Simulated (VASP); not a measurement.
# ZnMo3 (Pm-3m) in VASP: a series of runs, part 2 of 2

VASP 6.6.1. The steps go on from the part before.

## 4. Single point, r2SCAN

File POSCAR:

```
ZnMo3
1.0
    3.9431540000      0.0000000000      0.0000000000
    0.0000000000      3.9431540000      0.0000000000
    0.0000000000      0.0000000000      3.9431540000
Mo Zn
3 1
Direct
    0.5000000000      0.5000000000      0.0000000000
    0.5000000000      0.0000000000      0.5000000000
    0.0000000000      0.5000000000      0.5000000000
    0.0000000000      0.0000000000      0.0000000000
```

File INCAR.step1:

```
SYSTEM = ZnMo3
PREC = Accurate
ENCUT = 520
ISMEAR = -1
SIGMA = 0.05
LREAL = .False.
LASPH = .True.
NELM = 100
NBANDS = 35
GGA = PE
ALGO = Normal
EDIFF = 1E-4
LWAVE = .True.
LCHARG = .False.
```

File INCAR.step2:

```
SYSTEM = ZnMo3
PREC = Accurate
ENCUT = 520
EDIFF = 1E-7
ISMEAR = -1
SIGMA = 0.05
LREAL = .False.
LASPH = .True.
NELM = 100
ALGO = Normal
ISIF = 2
LWAVE = .False.
LCHARG = .False.
METAGGA = R2SCAN
LMIXTAU = .True.
NBANDS = 35
ISTART = 1
```

File KPOINTS:

```
Automatic mesh
0
Gamma
  4 4 4
  0 0 0
```

The run is started by

```
$ cat potpaw_PBE.64/Mo_sv/POTCAR potpaw_PBE.64/Zn/POTCAR > POTCAR
$ cp INCAR.step1 INCAR
$ mpirun -np 1 vasp_std > vasp.out
$ cp INCAR.step2 INCAR
$ mpirun -np 1 vasp_std > vasp.out
```

Run time: 4.2 min. Hardware: 1 thread of AMD EPYC 7R13, shared host; peak memory 0.14 GiB.

The run converged. Its results:

```yaml
Free_energy: -86.4650 eV
Pressure: -3.7 GPa
Band_gap_on_the_k_mesh: zero (band 27 reaches 11.21 eV, above the bottom of band 28 at 9.45 eV)
```

Levels at points of the mesh, in eV from the Fermi level:
| k point | band 25 | band 26 | band 27 | band 28 | band 29 | band 30 |
| --- | --- | --- | --- | --- | --- | --- |
| (0.00, 0.00, 0.00) | 1.14 | 1.14 | 1.14 | 2.19 | 2.19 | 2.19 |
| (0.50, 0.00, 0.00) | -0.86 | -0.86 | -0.24 | 0.24 | 0.59 | 1.02 |
| (0.50, 0.50, 0.00) | -2.22 | -0.72 | -0.72 | 0.47 | 0.56 | 0.56 |
| (0.50, 0.50, 0.50) | -0.38 | -0.38 | -0.38 | 1.07 | 1.07 | 1.07 |

Caveat: the k points lie up to 0.40 Å⁻¹ apart; the PAW data sets were made with another functional, which shifts forces and pressure a little.

## 5. Single point, PBE

This run uses another cell than the first one, of 14.41 Å³/atom, 0.940 times its volume.

File INCAR:

```
SYSTEM = ZnMo3
  PREC = Accurate
  ENCUT = 520
  EDIFF = 1E-6
  ISMEAR = -1
  SIGMA = 0.05
  LREAL = .False.
  LASPH = .True.
  NELM = 100
  ALGO = Normal
  ISIF = 2
  LWAVE = .False.
  LCHARG = .True.
  GGA = PE
  LELF = .True.
  LVHAR = .True.
  NBANDS = 35
```

File KPOINTS:

```
regular mesh
0
Gamma
  7 7 7
  0 0 0
```

File POSCAR:

```
ZnMo3
1.0
    3.8626588829      0.0000000000      0.0000000000
    0.0000000000      3.8626588829      0.0000000000
    0.0000000000      0.0000000000      3.8626588829
Mo Zn
3 1
Direct
    0.5000000000      0.5000000000      0.0000000000
    0.5000000000      0.0000000000      0.5000000000
    0.0000000000      0.5000000000      0.5000000000
    0.0000000000      0.0000000000      0.0000000000
```

Potentials or basis: VASP PAW PBE potentials, release 64 (Mo_sv, Zn).

The run is started by

```
$ cat potpaw_PBE.64/Mo_sv/POTCAR potpaw_PBE.64/Zn/POTCAR > POTCAR
$ mpirun -np 1 vasp_std > vasp.out
```

OUTCAR:

```text
SYSTEM = ZnMo3
   PREC = Accurate
   ENCUT = 520
   EDIFF = 1E-6
   ISMEAR = -1
   LREAL = .False.
   LASPH = .True.
   NELM = 100
   ISIF = 2
   GGA = PE

 ion  position               nearest neighbor table
   1  0.500  0.500  0.000-   2 2.73   3 2.73   4 2.73   2 2.73   3 2.73   2 2.73   4 2.73   2 2.73
                             3 2.73   4 2.73   3 2.73   4 2.73
   2  0.500  0.000  0.500-   1 2.73   3 2.73   4 2.73   1 2.73   4 2.73   1 2.73   3 2.73   1 2.73
                             3 2.73   4 2.73   4 2.73   3 2.73
   3  0.000  0.500  0.500-   1 2.73   2 2.73   4 2.73   1 2.73   4 2.73   2 2.73   4 2.73   4 2.73
                             1 2.73   2 2.73   1 2.73   2 2.73
   4  0.000  0.000  0.000-   1 2.73   2 2.73   3 2.73   2 2.73   3 2.73   1 2.73   3 2.73   3 2.73
                             1 2.73   2 2.73   2 2.73   1 2.73

  LATTYP: Found a simple cubic cell.
 ALAT       =     3.8626588829

  Lattice vectors:

 A1 = (   3.8626588829,   0.0000000000,   0.0000000000)
 A2 = (   0.0000000000,   3.8626588829,   0.0000000000)
 A3 = (   0.0000000000,   0.0000000000,   3.8626588829)

Analysis of symmetry for initial positions (statically):
=====================================================================
 Subroutine PRICEL returns:
 Original cell was already a primitive cell.

 Routine SETGRP: Setting up the symmetry group for a
 simple cubic supercell.

 Subroutine GETGRP returns: Found 48 space group operations
 (whereof 48 operations were pure point group operations)
 out of a pool of 48 trial point group operations.

The static configuration has the point symmetry O_h .

Analysis of symmetry for dynamics (positions and initial velocities):
=====================================================================
 Subroutine PRICEL returns:
 Original cell was already a primitive cell.

 Routine SETGRP: Setting up the symmetry group for a
[... 115 lines left out ...]
   PSTRESS=    0.0 pullay stress
   NELECT =      54.0000    total number of electrons
   NUPDOWN=      -1.0000    fix difference up-down
   EMIN   =  10.00;   EMAX   =-10.00  energy-range for DOS
   EFERMI =   0.00;   METHOD = LEGACY
   ISMEAR =    -1;   SIGMA  =   0.05  broadening in eV -4-tet -1-fermi 0-gaus
   EFERMI_NEDOS =   21; number of points for ismear=-14 and -15
   IALGO  =     38    algorithm
   IMIX   =      4    mixing-type and parameters
     AMIX     =   0.40;   BMIX     =  1.00
     AMIX_MAG =   1.60;   BMIX_MAG =  1.00
  volume/ion in A,a.u.               =      14.41        97.23
  Fermi-wavevector in a.u.,A,eV,Ry     =   1.601965  3.027275 34.916527  2.566292
  Thomas-Fermi vector in A             =   2.698860
   LORBIT       =      0    0 simple, 1 ext, 2 COOP (PROOUT), +10 PAW based schemes
   GGA     = PE    functional components
[... 5 lines left out ...]
 non-spin polarized calculation
  energy-cutoff  :      520.00
  volume of cell :       57.63
 maximum number of plane-waves:      1562
 NGX is ok and might be reduce to    30
   NGX = 15   NGY = 15   NGZ = 15

 number of electron      53.9999955 magnetization

 Free energy of the ion-electron system (eV)
  ---------------------------------------------------
  ext. energy  EPLUGINS =         0.00000000
  ---------------------------------------------------
  free energy    TOTEN  =       -33.04511263 eV

  energy without entropy =      -33.01486293  energy(sigma->0) =      -33.02998778

 E-fermi :  11.1041     XC(G=0): -13.3844

 val. band max:       11.0811602671   @ k =   0.4286   0.2857   0.0000
 cond. band min:      11.1194415669   @ k =   0.4286   0.4286   0.1429
 fundamental gap:      0.0382812998
 Fermi energy:        11.1041492268

 k-point     1 :       0.0000    0.0000    0.0000
  band No.  band energies     occupation
      1     -49.9217      2.00000
      2     -49.5827      2.00000
      3     -49.5827      2.00000
      4     -24.4666      2.00000
      5     -24.4666      2.00000
      6     -24.4666      2.00000
[... 749 lines left out ...]
     34      15.3807      0.00000
     35      15.3823      0.00000

------------------------ aborting loop because EDIFF is reached ----------------------------------------

  FORCE on cell =-STRESS in cart. coord.  units (eV):
  Direction    XX          YY          ZZ          XY          YZ          ZX
  --------------------------------------------------------------------------------------
  -------------------------------------------------------------------------------------
  Total        5.1225935      5.1225935      5.1225935     -0.0000000     -0.0000000      0.0000000
  in kB      142.4103016    142.4103016    142.4103016     -0.0000000     -0.0000000      0.0000000
  external PRESSURE =     142.4103016 kB  Pullay stress =       0.0000000 kB

 VOLUME and BASIS-vectors are now :
 -----------------------------------------------------------------------------
  energy-cutoff  :      520.00
  volume of cell :       57.63
      direct lattice vectors                 reciprocal lattice vectors
     3.862658883  0.000000000  0.000000000     0.258889027  0.000000000  0.000000000
     0.000000000  3.862658883  0.000000000     0.000000000  0.258889027  0.000000000
     0.000000000  0.000000000  3.862658883     0.000000000  0.000000000  0.258889027

 POSITION                                       TOTAL-FORCE (eV/Angst)
 -----------------------------------------------------------------------------------
      1.93133      1.93133      0.00000         0.000000      0.000000      0.000000
      1.93133      0.00000      1.93133         0.000000      0.000000      0.000000
      0.00000      1.93133      1.93133         0.000000      0.000000      0.000000
      0.00000      0.00000      0.00000         0.000000      0.000000      0.000000
 -----------------------------------------------------------------------------------
    total drift:                                0.000000      0.000000     -0.000000

  FREE ENERGIE OF THE ION-ELECTRON SYSTEM (eV)
  ---------------------------------------------------
  free  energy   TOTEN  =       -33.0451126288 eV

  energy  without entropy=      -33.0148629300  energy(sigma->0) =      -33.02998778
```

OSZICAR:

```text
N       E                     dE             d eps       ncg     rms          rms(c)
DAV:   1     0.694028980728E+03    0.69403E+03   -0.31569E+04  1416   0.196E+03
DAV:   2     0.716644753002E+01   -0.68686E+03   -0.67186E+03  1462   0.544E+02
DAV:   3    -0.338636915322E+02   -0.41030E+02   -0.39134E+02  1594   0.136E+02
DAV:   4    -0.349724980736E+02   -0.11088E+01   -0.10869E+01  1630   0.199E+01
DAV:   5    -0.349862387459E+02   -0.13741E-01   -0.13720E-01  1567   0.234E+00    0.262E+01
DAV:   6    -0.332692331223E+02    0.17170E+01   -0.49759E+00  1644   0.291E+01    0.951E+00
DAV:   7    -0.330913515971E+02    0.17788E+00   -0.15399E+00  1807   0.116E+01    0.173E+00
DAV:   8    -0.330516307145E+02    0.39721E-01   -0.16001E-01  1644   0.566E+00    0.122E+00
DAV:   9    -0.330459412655E+02    0.56894E-02   -0.35991E-02  1688   0.134E+00    0.219E-01
DAV:  10    -0.330453972526E+02    0.54401E-03   -0.11219E-02  1723   0.876E-01    0.289E-01
DAV:  11    -0.330451105888E+02    0.28666E-03   -0.17874E-03  1782   0.432E-01    0.264E-02
DAV:  12    -0.330451159561E+02   -0.53673E-05   -0.37190E-05  1525   0.440E-02    0.199E-02
DAV:  13    -0.330451128144E+02    0.31417E-05   -0.95163E-06  1768   0.311E-02    0.207E-03
DAV:  14    -0.330451126288E+02    0.18557E-06   -0.29113E-07   805   0.447E-03
   1 F= -.33045113E+02 E0= -.33029988E+02  d E =-.302497E-01
```

Run time: 27 s. Hardware: 1 thread of Intel Xeon Platinum 8559C (Emerald Rapids), shared host; peak memory 0.18 GiB.

Results:

```yaml
Free_energy: -33.0451 eV
Pressure: 14.2 GPa
Band_gap_on_the_k_mesh: zero (band 27 reaches 12.15 eV, above the bottom of band 28 at 10.62 eV)
```

## 6. Overview

| level | cell | k mesh | gap on the mesh (eV) | pressure (GPa) |
| --- | --- | --- | --- | --- |
| PBEsol | a = 3.943 Å, 4 atoms | 4 × 4 × 4 | none | -8.3 |
| RPBE | a = 3.943 Å, 4 atoms | 4 × 4 × 4 | none | 2.8 |
| r2SCAN | a = 3.943 Å, 4 atoms | 4 × 4 × 4 | none | -3.7 |
| PBE | a = 3.863 Å, 4 atoms | 7 × 7 × 7 | none | 14.2 |

Alike in all rows: task single point; potentials or basis VASP PAW PBE potentials, release 64 (Mo_sv, Zn); no spin polarisation; cutoff (eV) 520; smearing fermi-dirac 0.05 eV.

Caveats: some runs use coarse meshes; the PAW data sets were made with another functional, which shifts forces and pressure a little (some runs).

Total energies depend on the potentials used, so only differences within one code and one set of settings carry meaning.
